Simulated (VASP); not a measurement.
# Ag (P6_3/mmc) in VASP: notebook

Ag is run at these levels: PBEsol; tasks: single point.

Everything below comes from runs of VASP 6.6.1. Logs are shortened: lines on timing, memory, paths and dates and some standing lists are left out, and cuts for length are marked.

### 1 The cell of the first run

Symmetry: P6_3/mmc, No. 194, hexagonal system. The conventional cell has a = 2.781 Å, b = 2.781 Å, c = 4.775 Å, α = 90.00°, β = 90.00°, γ = 120.00°. Ag (site symmetry -6m2) has 12 Ag at 2.78 to 2.88 Å within 3.7 Å.

This isn't the form of Ag at room conditions, which is fcc.

### 2 Single point, PBEsol (biaxial strain in the a-b plane: -3.0 %)

INCAR reads:

```
SYSTEM = Ag
PREC = Accurate
ENCUT = 520
EDIFF = 1E-7
ISMEAR = 0
SIGMA = 0.1
LREAL = .FALSE.
LASPH = .TRUE.
NELM = 100
ALGO = Fast
ISIF = 2
LWAVE = .FALSE.
LCHARG = .TRUE.
GGA = PS
LELF = .TRUE.
LVHAR = .TRUE.
NBANDS = 18
```

KPOINTS reads:

```
regular mesh
0
G
  24 24 12
  0 0 0
```

POSCAR reads:

```
Ag
1.0
    2.7809820251      0.0000000000      0.0000000000
   -1.3904910125      2.4084010812      0.0000000000
    0.0000000000      0.0000000000      4.7752682421
Ag
2
Direct
    0.3333333333      0.6666666667      0.2500000000
    0.6666666667      0.3333333333      0.7500000000
```

Potentials or basis: VASP PAW PBE potentials, release 64 (Ag).

The run is started by

```
$ cat potpaw_PBE.64/Ag/POTCAR > POTCAR
$ mpirun -np 1 vasp_std > vasp.out
```

OUTCAR:

```text
SYSTEM = Ag
   PREC = Accurate
   ENCUT = 520
   EDIFF = 1E-7
   ISMEAR = 0
   LREAL = .FALSE.
   LASPH = .TRUE.
   NELM = 100
   ISIF = 2
   GGA = PS

 ion  position               nearest neighbor table
   1  0.333  0.667  0.250-   2 2.88   2 2.88   2 2.88   2 2.88   2 2.88   2 2.88
   2  0.667  0.333  0.750-   1 2.88   1 2.88   1 2.88   1 2.88   1 2.88   1 2.88

  LATTYP: Found a hexagonal cell.
 ALAT       =     2.7809820251
 C/A-ratio  =     1.7171158242

  Lattice vectors:

 A1 = (   2.7809820251,   0.0000000000,   0.0000000000)
 A2 = (  -1.3904910125,   2.4084010812,   0.0000000000)
 A3 = (   0.0000000000,   0.0000000000,   4.7752682421)

Analysis of symmetry for initial positions (statically):
=====================================================================
 Subroutine PRICEL returns:
 Original cell was already a primitive cell.

 Routine SETGRP: Setting up the symmetry group for a
 hexagonal supercell.

 Subroutine GETGRP returns: Found 24 space group operations
 (whereof 12 operations were pure point group operations)
 out of a pool of 24 trial point group operations.

The static configuration has the point symmetry D_3d.
 The point group associated with its full space group is D_6h.

Analysis of symmetry for dynamics (positions and initial velocities):
=====================================================================
 Subroutine PRICEL returns:
 Original cell was already a primitive cell.

 Routine SETGRP: Setting up the symmetry group for a
 hexagonal supercell.

 Subroutine GETGRP returns: Found 24 space group operations
 (whereof 12 operations were pure point group operations)
 out of a pool of 24 trial point group operations.

The dynamic configuration has the point symmetry D_3d.
 The point group associated with its full space group is D_6h.

 Subroutine INISYM returns: Found 24 space group operations
 (whereof 12 operations are pure point group operations),
 and found     1 'primitive' translations

----------------------------------------------------------------------------------------

                                     Primitive cell

  volume of cell :      31.9834

  direct lattice vectors                    reciprocal lattice vectors
     2.780982025  0.000000000  0.000000000     0.359585208  0.207606617  0.000000000
    -1.390491013  2.408401081  0.000000000     0.000000000  0.415213233  0.000000000
     0.000000000  0.000000000  4.775268242     0.000000000  0.000000000  0.209412320

  length of vectors
     2.780982025  2.780982025  4.775268242     0.415213233  0.415213233  0.209412320

  position of ions in fractional coordinates (direct lattice)
     0.333333333  0.666666667  0.250000000
     0.666666667  0.333333333  0.750000000

  ion indices of the primitive-cell ions
   primitive index   ion index
                 1           1
                 2           2

----------------------------------------------------------------------------------------

 KPOINTS: regular mesh

Automatic generation of k-mesh.
 Grid dimensions read from file:
 generate k-points for:   24   24   12

 Generating k-lattice:

  Cartesian coordinates                     Fractional coordinates (reciprocal lattice)
     0.014982717  0.008650276  0.000000000     0.041666667 -0.000000000  0.000000000
     0.000000000  0.017300551  0.000000000     0.000000000  0.041666667  0.000000000
     0.000000000  0.000000000  0.017451027     0.000000000  0.000000000  0.083333333

  Length of vectors
     0.017300551  0.017300551  0.017451027

  Shift w.r.t. Gamma in fractional coordinates (k-lattice)
     0.000000000  0.000000000  0.000000000

 Subroutine IBZKPT returns following result:
 ===========================================

 Found    427 irreducible k-points:

 Following reciprocal coordinates:
            Coordinates               Weight
  0.000000  0.000000  0.000000      1.000000
  0.041667 -0.000000  0.000000      6.000000
  0.083333  0.000000  0.000000      6.000000
  0.125000  0.000000  0.000000      6.000000
  0.166667 -0.000000  0.000000      6.000000
  0.208333 -0.000000  0.000000      6.000000
[... 16 lines left out ...]
  0.416667  0.041667  0.000000     12.000000
  0.458333  0.041667  0.000000     12.000000
 [... further k-points ...]
   k-points           NKPTS =    427   k-points in BZ     NKDIM =    427   number of bands    NBANDS=     18
   number of dos      NEDOS =    301   number of ions     NIONS =      2
   total plane-waves  NPLWV =  20736
   dimension x,y,z NGX =    24 NGY =   24 NGZ =   36
   dimension x,y,z NGXF=    48 NGYF=   48 NGZF=   72
   ions per type =               2
   NGX,Y,Z   is equivalent  to a cutoff of  14.35, 14.35, 12.53 a.u.
   NGXF,Y,Z  is equivalent  to a cutoff of  28.69, 28.69, 25.07 a.u.
 SYSTEM =  Ag
   PREC   = accura    normal or accurate (medium, high low for compatibility)
   ISTART =      0    job   : 0-new  1-cont  2-samecut
   ICHARG =      2    charge: 1-file 2-atom 10-const
   ISPIN  =      1    spin polarized calculation?
   LNONCOLLINEAR =      F non collinear calculations
   LSORBIT =      F    spin-orbit coupling
   LASPH  =      T    aspherical Exc in radial PAW
   ENCUT  =  520.0 eV  38.22 Ry    6.18 a.u.   5.17  5.17  8.88*2*pi/ulx,y,z
   NELM   =    100;   NELMIN=  2; NELMDL= -5     # of ELM steps
   EDIFF  = 0.1E-06   stopping-criterion for ELM
   LREAL  =      F    real-space projection
   EDIFFG = 0.1E-05   stopping-criterion for IOM
   NSW    =      0    number of steps for IOM
   IBRION =     -1    ionic relax: 0-MD 1-quasi-New 2-CG
   NFREE  =      0    steps in history (QN), initial steepest desc. (CG)
   ISIF   =      2    stress and relaxation
   ISYM   =      2    0-nonsym 1-usesym 2-fastsym
   POTIM  = 0.5000    time-step for ionic-motion
   TEBEG  =    0.0;   TEEND  =   0.0 temperature during run
   PSTRESS=    0.0 pullay stress
   NELECT =      22.0000    total number of electrons
   NUPDOWN=      -1.0000    fix difference up-down
   EMIN   =  10.00;   EMAX   =-10.00  energy-range for DOS
   EFERMI =   0.00;   METHOD = LEGACY
   ISMEAR =     0;   SIGMA  =   0.10  broadening in eV -4-tet -1-fermi 0-gaus
   EFERMI_NEDOS =   21; number of points for ismear=-14 and -15
   IALGO  =     68    algorithm
   IMIX   =      4    mixing-type and parameters
     AMIX     =   0.40;   BMIX     =  1.00
     AMIX_MAG =   1.60;   BMIX_MAG =  1.00
  volume/ion in A,a.u.               =      15.99       107.92
  Fermi-wavevector in a.u.,A,eV,Ry     =   1.445132  2.730903 28.414489  2.088406
  Thomas-Fermi vector in A             =   2.563348
   LORBIT       =      0    0 simple, 1 ext, 2 COOP (PROOUT), +10 PAW based schemes
   GGA     = PS    functional components
   LHFCALC =     F    Hartree Fock is set to
   AEXX    =    0.0000 exact exchange contribution
   IVDW    =     0    specifies the selected vdW correction
   LEPSILON=     F    determine dielectric tensor
   LRPA    =     F    only Hartree local field effects (RPA)
 non-spin polarized calculation
 RMM-DIIS sequential band-by-band and
 Gauss-broadening in eV      SIGMA  =   0.10
  energy-cutoff  :      520.00
  volume of cell :       31.98
 maximum number of plane-waves:       874
 NGX is ok and might be reduce to    24
   NGX = 11   NGY = 11   NGZ = 17

 number of electron      22.0000002 magnetization

 Free energy of the ion-electron system (eV)
  ---------------------------------------------------
  ext. energy  EPLUGINS =         0.00000000
  ---------------------------------------------------
  free energy    TOTEN  =        -6.56741322 eV

  energy without entropy =       -6.56412978  energy(sigma->0) =       -6.56577150

 E-fermi :   9.1917     XC(G=0): -12.7961

 val. band max:        9.1721905821   @ k =   0.1667   0.1250   0.2500
 cond. band min:       9.2136854120   @ k =   0.2083   0.2083   0.4167
 fundamental gap:      0.0414948299
 Fermi energy:         9.1917429473

 k-point     1 :       0.0000    0.0000    0.0000
  band No.  band energies     occupation
      1       0.8366      2.00000
      2       2.2781      2.00000
      3       3.8973      2.00000
      4       4.2208      2.00000
      5       4.2208      2.00000
      6       4.4442      2.00000
[... 10 lines left out ...]
     17      29.0073      0.00000
     18      29.0073      0.00000

 k-point     2 :       0.0417   -0.0000    0.0000
  band No.  band energies     occupation
      1       0.8901      2.00000
      2       2.3139      2.00000
      3       3.8958      2.00000
      4       4.2196      2.00000
      5       4.2516      2.00000
      6       4.4291      2.00000
[... 10 lines left out ...]
     17      28.5279      0.00000
     18      28.6935      0.00000

 k-point     3 :       0.0833    0.0000    0.0000
  band No.  band energies     occupation
      1       1.0484      2.00000
      2       2.4163      2.00000
      3       3.8793      2.00000
      4       4.2290      2.00000
      5       4.3426      2.00000
      6       4.3923      2.00000
[... 10 lines left out ...]
     17      27.5976      0.00000
     18      28.6030      0.00000

 k-point     4 :       0.1250    0.0000    0.0000
  band No.  band energies     occupation
      1       1.3026      2.00000
      2       2.5684      2.00000
      3       3.8335      2.00000
      4       4.2370      2.00000
      5       4.3892      2.00000
      6       4.4904      2.00000
[... 375 lines left out ...]
      4       4.3455      2.00000
      5       4.4721      2.00000
      6       4.4971      2.00000
[... 10 lines left out ...]
     17      21.2628      0.00000
     18      25.6141      0.00000

 k-point    23 :       0.4167    0.0417    0.0000
  band No.  band energies     occupation
      1       2.4287      2.00000
      2       2.7659      2.00000
      3       2.8590      2.00000
      4       4.3197      2.00000
      5       4.4003      2.00000
      6       4.5869      2.00000
[... 10 lines left out ...]
     17      20.6460      0.00000
     18      25.3761      0.00000

 k-point    24 :       0.4583    0.0417    0.0000
  band No.  band energies     occupation
      1       2.3925      2.00000
      2       2.7481      2.00000
      3       2.8044      2.00000
      4       4.3158      2.00000
      5       4.3543      2.00000
      6       4.6346      2.00000
[... 10 lines left out ...]
     17      20.4536      0.00000
     18      25.2552      0.00000

 [... further k-points ...]
[... 5 lines left out ...]
  --------------------------------------------------------------------------------------
  -------------------------------------------------------------------------------------
  Total        1.6096704      1.6096704      0.2586047      0.0000000      0.0000000      0.0000000
  in kB       80.6348494     80.6348494     12.9545480      0.0000000      0.0000000      0.0000000
  external PRESSURE =      58.0747490 kB  Pullay stress =       0.0000000 kB

 VOLUME and BASIS-vectors are now :
 -----------------------------------------------------------------------------
  energy-cutoff  :      520.00
  volume of cell :       31.98
      direct lattice vectors                 reciprocal lattice vectors
     2.780982025  0.000000000  0.000000000     0.359585208  0.207606617  0.000000000
    -1.390491013  2.408401081  0.000000000     0.000000000  0.415213233  0.000000000
     0.000000000  0.000000000  4.775268242     0.000000000  0.000000000  0.209412320

 POSITION                                       TOTAL-FORCE (eV/Angst)
 -----------------------------------------------------------------------------------
     -0.00000      1.60560      1.19382        -0.000000      0.000000      0.000000
      1.39049      0.80280      3.58145         0.000000     -0.000000      0.000000
 -----------------------------------------------------------------------------------
    total drift:                                0.000000     -0.000000      0.000000

  FREE ENERGIE OF THE ION-ELECTRON SYSTEM (eV)
  ---------------------------------------------------
  free  energy   TOTEN  =        -6.5674132156 eV

  energy  without entropy=       -6.5641297846  energy(sigma->0) =       -6.56577150
```

Run time: 3 min. Hardware: 1 thread of AMD EPYC 9R45 (Zen 5), shared host; peak memory 0.28 GiB.

What came out:

```
Free energy            : -6.5674 eV
Pressure               : 5.8 GPa
Band gap on the k mesh : zero (bands 11 and 12 overlap by 7.94 eV)
```

Stress tensor (GPa, compression positive):
```
8.06 0.00 0.00
0.00 8.06 0.00
0.00 0.00 1.30
```

Levels at points of the mesh, in eV from the Fermi level:
```tsv
k point	band 9	band 10	band 11	band 12	band 13	band 14
(0.00, 0.00, 0.00)	-4.10	-3.15	-3.15	-1.05	3.22	16.13
(0.50, 0.00, 0.00)	-2.85	-2.74	0.17	1.86	6.87	7.12
(0.00, 0.00, 0.50)	-3.48	-3.48	-3.48	-3.48	10.48	10.48
(0.50, 0.00, 0.50)	-2.78	-2.78	0.66	0.66	5.06	5.06
```

Caveat: the cell differs from its parent crystal (biaxial strain in the a-b plane: -3.0 %); the stress differs along the axes, from 1 to 8 GPa; the PAW data sets were made with another functional, which shifts forces and pressure a little.

### 3 Single point, PBEsol (biaxial strain in the a-b plane: -3.0 %, then relaxed in part)

INCAR reads:

```
PREC = Accurate
ENCUT = 520
EDIFF = 1E-7
ISMEAR = 0
SIGMA = 0.1
LREAL = False
LASPH = True
NELM = 60
ALGO = Fast
ISIF = 2
LWAVE = False
LCHARG = False
GGA = PS
NBANDS = 18
```

KPOINTS reads:

```
regular mesh
0
Gamma
  24 24 12
```

Edit POSCAR of step 2 so:

```diff
@@ -4,3 +4,3 @@
    -1.3904910125      2.4084010812      0.0000000000
-    0.0000000000      0.0000000000      4.7752682421
+    0.0000000000      0.0000000000      4.8127768041
 Ag
```

Potentials or basis: VASP PAW PBE potentials, release 64 (Ag).

The run is started by

```
$ cat potpaw_PBE.64/Ag/POTCAR > POTCAR
$ mpirun -np 1 vasp_std > vasp.out
```

Run time: 2.9 min. Hardware: 1 thread of AMD EPYC 9R45 (Zen 5), shared host; peak memory 0.29 GiB.

Results (log left out):

| Item | Value |
| --- | --- |
| Free energy | -6.5684 eV |
| Pressure | 4.8 GPa |
| Band gap on the k mesh | zero (bands 11 and 12 overlap by 7.94 eV) |

Stress tensor (GPa, compression positive):
```
 7.35  0.00  0.00
 0.00  7.35  0.00
 0.00  0.00 -0.24
```

Levels at points of the mesh, in eV from the Fermi level:
| k point | band 8 | band 9 | band 10 | band 11 | band 12 | band 13 | band 14 | band 15 |
| --- | --- | --- | --- | --- | --- | --- | --- | --- |
| (0.00, 0.00, 0.00) | -4.05 | -4.05 | -3.14 | -3.14 | -1.08 | 3.07 | 16.17 | 16.56 |
| (0.50, 0.00, 0.00) | -3.04 | -2.83 | -2.72 | 0.19 | 1.87 | 6.80 | 7.05 | 9.53 |
| (0.00, 0.00, 0.50) | -4.94 | -3.47 | -3.47 | -3.47 | -3.47 | 10.25 | 10.25 | 16.54 |
| (0.50, 0.00, 0.50) | -3.23 | -2.77 | -2.77 | 0.68 | 0.68 | 5.04 | 5.04 | 13.61 |

Caveat: the cell differs from its parent crystal (biaxial strain in the a-b plane: -3.0 %, then relaxed in part); the stress differs along the axes, from -0 to 7 GPa; the PAW data sets were made with another functional, which shifts forces and pressure a little.

### 4 Single point, PBEsol (biaxial strain in the a-b plane: -2.0 %)

INCAR reads:

```
ALGO = Fast
EDIFF = 1E-6
ENCUT = 520
GGA = PS
ISIF = 2
ISMEAR = 0
LASPH = T
LCHARG = F
LREAL = F
LWAVE = F
NBANDS = 18
NELM = 100
PREC = Accurate
SIGMA = 0.1
```

KPOINTS reads:

```
k-points
0
Gamma
  24 24 12
```

POSCAR reads:

```
Ag
1.0
    2.8096519428      0.0000000000      0.0000000000
   -1.4048259714      2.4332299583      0.0000000000
    0.0000000000      0.0000000000      4.7471232426
Ag
2
Direct
    0.3333333333      0.6666666667      0.2500000000
    0.6666666667      0.3333333333      0.7500000000
```

Potentials or basis: VASP PAW PBE potentials, release 64 (Ag).

The run is started by

```
$ cat potpaw_PBE.64/Ag/POTCAR > POTCAR
$ mpirun -np 1 vasp_std > vasp.out
```

OUTCAR:

```text
EDIFF = 1E-6
   ENCUT = 520
   GGA = PS
   ISIF = 2
   ISMEAR = 0
   LASPH = T
   LREAL = F
   NELM = 100
   PREC = Accurate

 ion  position               nearest neighbor table
   1  0.333  0.667  0.250-   2 2.87   2 2.87   2 2.87   2 2.87   2 2.87   2 2.87
   2  0.667  0.333  0.750-   1 2.87   1 2.87   1 2.87   1 2.87   1 2.87   1 2.87

  LATTYP: Found a hexagonal cell.
 ALAT       =     2.8096519428
 C/A-ratio  =     1.6895769794

  Lattice vectors:

[... 193 lines left out ...]
      3       3.8184      2.00000
      4       4.0676      2.00000
      5       4.0676      2.00000
      6       4.2998      2.00000
[... 481 lines left out ...]
      5       4.2336      2.00000
      6       4.4872      2.00000
[... 10 lines left out ...]
     17      19.9584      0.00000
     18      24.9313      0.00000

 [... further k-points ...]
[... 5 lines left out ...]
  --------------------------------------------------------------------------------------
  -------------------------------------------------------------------------------------
  Total        0.9609497      0.9609497      0.1400502      0.0000000     -0.0000000      0.0000000
  in kB       47.4400403     47.4400403      6.9139815      0.0000000     -0.0000000      0.0000000
  external PRESSURE =      33.9313541 kB  Pullay stress =       0.0000000 kB

 VOLUME and BASIS-vectors are now :
 -----------------------------------------------------------------------------
  energy-cutoff  :      520.00
  volume of cell :       32.45
      direct lattice vectors                 reciprocal lattice vectors
     2.809651943  0.000000000  0.000000000     0.355915971  0.205488182  0.000000000
    -1.404825971  2.433229958  0.000000000     0.000000000  0.410976364  0.000000000
     0.000000000  0.000000000  4.747123243     0.000000000  0.000000000  0.210653895

 POSITION                                       TOTAL-FORCE (eV/Angst)
 -----------------------------------------------------------------------------------
     -0.00000      1.62215      1.18678         0.000000     -0.000000      0.000000
      1.40483      0.81108      3.56034        -0.000000      0.000000      0.000000
 -----------------------------------------------------------------------------------
    total drift:                               -0.000000      0.000000     -0.000000

  FREE ENERGIE OF THE ION-ELECTRON SYSTEM (eV)
  ---------------------------------------------------
  free  energy   TOTEN  =        -6.5929412124 eV

  energy  without entropy=       -6.5900697775  energy(sigma->0) =       -6.59150549
```

OSZICAR:

```text
N       E                     dE             d eps       ncg     rms          rms(c)
DAV:   1     0.125378593124E+03    0.12538E+03   -0.11852E+04 15396   0.123E+03
DAV:   2    -0.520096887643E+01   -0.13058E+03   -0.12440E+03 15922   0.272E+02
DAV:   3    -0.731630356349E+01   -0.21153E+01   -0.21078E+01 17778   0.388E+01
DAV:   4    -0.732248947878E+01   -0.61859E-02   -0.61854E-02 16836   0.206E+00
DAV:   5    -0.732253678239E+01   -0.47304E-04   -0.47303E-04 16778   0.192E-01    0.895E+00
RMM:   6    -0.662509793424E+01    0.69744E+00   -0.15394E+00 15390   0.102E+01    0.524E+00
RMM:   7    -0.660129979865E+01    0.23798E-01   -0.32010E-02 16061   0.178E+00    0.290E+00
RMM:   8    -0.659297532428E+01    0.83245E-02   -0.33266E-03 16358   0.540E-01    0.286E-01
RMM:   9    -0.659294349663E+01    0.31828E-04   -0.52353E-04 16966   0.189E-01    0.907E-02
RMM:  10    -0.659294184394E+01    0.16527E-05   -0.76516E-05 17075   0.668E-02    0.570E-02
RMM:  11    -0.659294101348E+01    0.83046E-06   -0.16729E-05 15606   0.244E-02    0.207E-02
RMM:  12    -0.659294121240E+01   -0.19892E-06   -0.70887E-06 16066   0.201E-02
   1 F= -.65929412E+01 E0= -.65915055E+01  d E =-.287143E-02
```

It took 2.2 min on 1 thread of AMD EPYC 9R45 (Zen 5), shared host; peak memory 0.28 GiB.

Results:

| Item | Value |
| --- | --- |
| Free energy | -6.5929 eV |
| Pressure | 3.4 GPa |
| Band gap on the k mesh | zero (bands 11 and 12 overlap by 7.80 eV) |

Stress tensor (GPa, compression positive):
```
4.74 0.00 0.00
0.00 4.74 0.00
0.00 0.00 0.69
```

Caveat: the cell differs from its parent crystal (biaxial strain in the a-b plane: -2.0 %); the cell stands under pressure; the PAW data sets were made with another functional, which shifts forces and pressure a little.

(Continued in part 2 of 2.)

The gap in the log of VASP goes by the Fermi energy; the results here count the filled bands.